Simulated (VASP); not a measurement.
# Se (P3_221) in VASP: single point with PBE

Aim: the single point of Se with PBE.

Program: VASP 6.6.1. These are calculated values, not measurements. Logs are shortened: lines on timing, memory, paths and dates and some standing lists are left out, and cuts for length are marked.

### Step 1. The cell of the first run

Symmetry: P3_221, No. 154, trigonal system. Conventional cell: a = 4.442 Å, b = 4.442 Å, c = 4.949 Å, α = 90.00°, β = 90.00°, γ = 120.00°. Within 3.1 Å of Se (site symmetry 2) lie 2 Se at 2.35 Å.

### Step 2. Single point, PBE (equal xx and yy strain of +2 %)

The input, INCAR:

```
SYSTEM = Se
PREC = Accurate ; ENCUT = 520
EDIFF = 1E-6 ; ISMEAR = -1
SIGMA = 0.03 ; LREAL = .False.
LASPH = .True. ; NELM = 80
ALGO = Normal ; ISIF = 2
LWAVE = .False. ; LCHARG = .True.
GGA = PE ; LELF = .True.
LVHAR = .True. ; NBANDS = 16
```

The input, KPOINTS:

```
regular mesh
0
Gamma
  8 8 6
  0 0 0
```

The input, POSCAR:

```
Se
1.0
    4.4422730712      0.0000000000      0.0000000000
   -2.2211365356      3.8471213302      0.0000000000
    0.0000000000      0.0000000000      4.9494500000
Se
3
Direct
    0.2170000000      0.0000000000      0.1666666667
    0.0000000000      0.2170000000      0.8333333333
    0.7830000000      0.7830000000      0.5000000000
```

Potentials or basis: VASP PAW PBE potentials, release 64 (Se).

Command:

```sh
> cat potpaw_PBE.64/Se/POTCAR > POTCAR
> mpirun -np 1 vasp_std > vasp.out
```

OUTCAR:

```text
SYSTEM = Se
   PREC = Accurate
   ENCUT = 520
   EDIFF = 1E-6
   ISMEAR = -1
   LREAL = .False.
   LASPH = .True.
   NELM = 80
   ISIF = 2
   GGA = PE

 ion  position               nearest neighbor table
   1  0.217  0.000  0.167-   3 2.35   2 2.35
   2  0.000  0.217  0.833-   3 2.35   1 2.35
   3  0.783  0.783  0.500-   2 2.35   1 2.35

  LATTYP: Found a hexagonal cell.
 ALAT       =     4.4422730712
 C/A-ratio  =     1.1141705880

  Lattice vectors:

 A1 = (   4.4422730712,   0.0000000000,   0.0000000000)
 A2 = (  -2.2211365356,   3.8471213302,   0.0000000000)
 A3 = (   0.0000000000,   0.0000000000,   4.9494500000)

Analysis of symmetry for initial positions (statically):
=====================================================================
 Subroutine PRICEL returns:
 Original cell was already a primitive cell.

 Routine SETGRP: Setting up the symmetry group for a
 hexagonal supercell.

 Subroutine GETGRP returns: Found  6 space group operations
 (whereof  2 operations were pure point group operations)
 out of a pool of 24 trial point group operations.

The static configuration has the point symmetry C_2 .
 The point group associated with its full space group is D_3 .

Analysis of symmetry for dynamics (positions and initial velocities):
=====================================================================
 Subroutine PRICEL returns:
 Original cell was already a primitive cell.

 Routine SETGRP: Setting up the symmetry group for a
 hexagonal supercell.

 Subroutine GETGRP returns: Found  6 space group operations
 (whereof  2 operations were pure point group operations)
 out of a pool of 24 trial point group operations.

The dynamic configuration has the point symmetry C_2 .
 The point group associated with its full space group is D_3 .

 Subroutine INISYM returns: Found  6 space group operations
 (whereof  2 operations are pure point group operations),
 and found     1 'primitive' translations

----------------------------------------------------------------------------------------

                                     Primitive cell

  volume of cell :      84.5859

  direct lattice vectors                    reciprocal lattice vectors
     4.442273071  0.000000000  0.000000000     0.225109980  0.129967307  0.000000000
[... 80 lines left out ...]
   ISTART =      0    job   : 0-new  1-cont  2-samecut
   ICHARG =      2    charge: 1-file 2-atom 10-const
   ISPIN  =      1    spin polarized calculation?
   LNONCOLLINEAR =      F non collinear calculations
   LSORBIT =      F    spin-orbit coupling
   LASPH  =      T    aspherical Exc in radial PAW
   ENCUT  =  520.0 eV  38.22 Ry    6.18 a.u.   8.26  8.26  9.20*2*pi/ulx,y,z
   NELM   =     80;   NELMIN=  2; NELMDL= -5     # of ELM steps
   EDIFF  = 0.1E-05   stopping-criterion for ELM
   LREAL  =      F    real-space projection
   EDIFFG = 0.1E-04   stopping-criterion for IOM
   NSW    =      0    number of steps for IOM
   IBRION =     -1    ionic relax: 0-MD 1-quasi-New 2-CG
   NFREE  =      0    steps in history (QN), initial steepest desc. (CG)
   ISIF   =      2    stress and relaxation
   ISYM   =      2    0-nonsym 1-usesym 2-fastsym
   POTIM  = 0.5000    time-step for ionic-motion
   TEBEG  =    0.0;   TEEND  =   0.0 temperature during run
   PSTRESS=    0.0 pullay stress
   NELECT =      18.0000    total number of electrons
   NUPDOWN=      -1.0000    fix difference up-down
   EMIN   =  10.00;   EMAX   =-10.00  energy-range for DOS
   EFERMI =   0.00;   METHOD = LEGACY
   ISMEAR =    -1;   SIGMA  =   0.03  broadening in eV -4-tet -1-fermi 0-gaus
   EFERMI_NEDOS =   21; number of points for ismear=-14 and -15
   IALGO  =     38    algorithm
   IMIX   =      4    mixing-type and parameters
     AMIX     =   0.40;   BMIX     =  1.00
     AMIX_MAG =   1.60;   BMIX_MAG =  1.00
  volume/ion in A,a.u.               =      28.20       190.27
  Fermi-wavevector in a.u.,A,eV,Ry     =   0.977386  1.846993 12.997431  0.955284
  Thomas-Fermi vector in A             =   2.108080
   LORBIT       =      0    0 simple, 1 ext, 2 COOP (PROOUT), +10 PAW based schemes
   GGA     = PE    functional components
   LHFCALC =     F    Hartree Fock is set to
   AEXX    =    0.0000 exact exchange contribution
   IVDW    =     0    specifies the selected vdW correction
   LEPSILON=     F    determine dielectric tensor
   LRPA    =     F    only Hartree local field effects (RPA)
 non-spin polarized calculation
  energy-cutoff  :      520.00
  volume of cell :       84.59
 maximum number of plane-waves:      2293
 NGX is ok and might be reduce to    36
   NGX = 17   NGY = 17   NGZ = 19

 number of electron      18.0000000 magnetization

 Free energy of the ion-electron system (eV)
  ---------------------------------------------------
  ext. energy  EPLUGINS =         0.00000000
  ---------------------------------------------------
  free energy    TOTEN  =       -10.44897316 eV

  energy without entropy =      -10.44897316  energy(sigma->0) =      -10.44897316

 E-fermi :   2.9455     XC(G=0):  -8.6517

 val. band max:        2.3829896017   @ k =   0.5000   0.0000   0.5000
 cond. band min:       3.5690762856   @ k =   0.3750   0.2500   0.5000
 fundamental gap:      1.1860866840
 Fermi energy:         2.9454946411

 k-point     1 :       0.0000    0.0000    0.0000
  band No.  band energies     occupation
      1     -13.5040      2.00000
      2      -9.3420      2.00000
      3      -9.3420      2.00000
      4      -1.5563      2.00000
      5      -1.5563      2.00000
      6      -1.3106      2.00000
[... 433 lines left out ...]
      3      -8.7417      2.00000
      4      -2.7891      2.00000
      5      -2.5477      2.00000
      6      -0.8966      2.00000
[... 8 lines left out ...]
     15      10.9530      0.00000
     16      11.8115      0.00000

 [... further k-points ...]
[... 5 lines left out ...]
  --------------------------------------------------------------------------------------
  -------------------------------------------------------------------------------------
  Total        1.5361517      1.5361517      2.6072583      0.0000000      0.0000000      0.0000000
  in kB       29.0968921     29.0968921     49.3851716      0.0000000      0.0000000      0.0000000
  external PRESSURE =      35.8596519 kB  Pullay stress =       0.0000000 kB

 VOLUME and BASIS-vectors are now :
 -----------------------------------------------------------------------------
  energy-cutoff  :      520.00
  volume of cell :       84.59
      direct lattice vectors                 reciprocal lattice vectors
     4.442273071  0.000000000  0.000000000     0.225109980  0.129967307  0.000000000
    -2.221136536  3.847121330  0.000000000     0.000000000  0.259934615  0.000000000
     0.000000000  0.000000000  4.949450000     0.000000000  0.000000000  0.202042651

 POSITION                                       TOTAL-FORCE (eV/Angst)
 -----------------------------------------------------------------------------------
      0.96397      0.00000      0.82491         0.760672     -0.000000      0.000000
     -0.48199      0.83483      4.12454        -0.380336      0.658762     -0.000000
      1.73915      3.01230      2.47472        -0.380336     -0.658762     -0.000000
 -----------------------------------------------------------------------------------
    total drift:                                0.000000      0.000001      0.000000

  FREE ENERGIE OF THE ION-ELECTRON SYSTEM (eV)
  ---------------------------------------------------
  free  energy   TOTEN  =       -10.4489731590 eV

  energy  without entropy=      -10.4489731589  energy(sigma->0) =      -10.44897316
```

Wall time 48 s (1 thread of Intel Xeon Platinum 8375C at 2.90GHz (Ice Lake), shared host); peak memory 0.23 GiB.

What came out:

```yaml
Free_energy: -10.4490 eV
Pressure: 3.6 GPa
Largest_force: 0.761 eV/Å
Band_gap_on_the_k_mesh: 1.19 eV, indirect (least direct gap 1.29 eV)
```

Forces on the atoms (eV/Å):
```
Se   0.761  0.000  0.000
Se  -0.380  0.659  0.000
Se  -0.380 -0.659  0.000
```

Levels at points of the mesh, in eV from the valence-band top:
```csv
k point,band 5,band 6,band 7,band 8,band 9,band 10,band 11,band 12,band 13,band 14
"(0.00, 0.00, 0.00)",-3.94,-3.69,-2.10,-2.10,-0.39,2.04,2.04,2.37,5.94,6.49
"(0.50, 0.00, 0.00)",-4.68,-3.33,-2.80,-1.89,-0.99,2.08,2.56,4.13,5.52,7.49
"(0.00, 0.00, 0.50)",-3.45,-3.45,-1.51,-1.51,-1.10,1.34,1.39,1.39,6.30,7.40
"(0.50, 0.00, 0.50)",-4.45,-4.24,-1.76,-1.28,0.00,1.61,2.72,3.11,6.27,7.89
```

Caveat: the cell differs from its parent crystal (equal xx and yy strain of +2 %).
